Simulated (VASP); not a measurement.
Here is a VASP 6.6.1 calculation.

File INCAR:

```
ALGO = Normal
EDIFF = 1E-6
ENCUT = 520
GGA = PE
ISIF = 2
ISMEAR = -1
LASPH = T
LCHARG = F
LREAL = F
LWAVE = F
NBANDS = 19
NELM = 100
PREC = Accurate
SIGMA = 0.05
```

Contents of KPOINTS:

```
k-points
0
Gamma
  12 12 7
```

POSCAR

```
Zr
1.0
    3.2606839019      0.0000000000      0.0000000000
   -1.6303419510      2.8238350928      0.0000000000
    0.0000000000      0.0000000000      5.2064741108
Zr
2
Direct
    0.3333333333      0.6666666667      0.2500000000
    0.6666666667      0.3333333333      0.7500000000
```

Potentials or basis: VASP PAW PBE potentials, release 64 (Zr_sv).

Command:

```bash
$ cat potpaw_PBE.64/Zr_sv/POTCAR > POTCAR
$ mpirun -np 1 vasp_std > vasp.out
```

(1) What does it give for the pressure?

(2) Estimate the band gap on the k mesh.

Results:

(1) -2.1 GPa.

(2) zero (band 12 reaches 9.53 eV, above the bottom of band 13 at 8.44 eV).
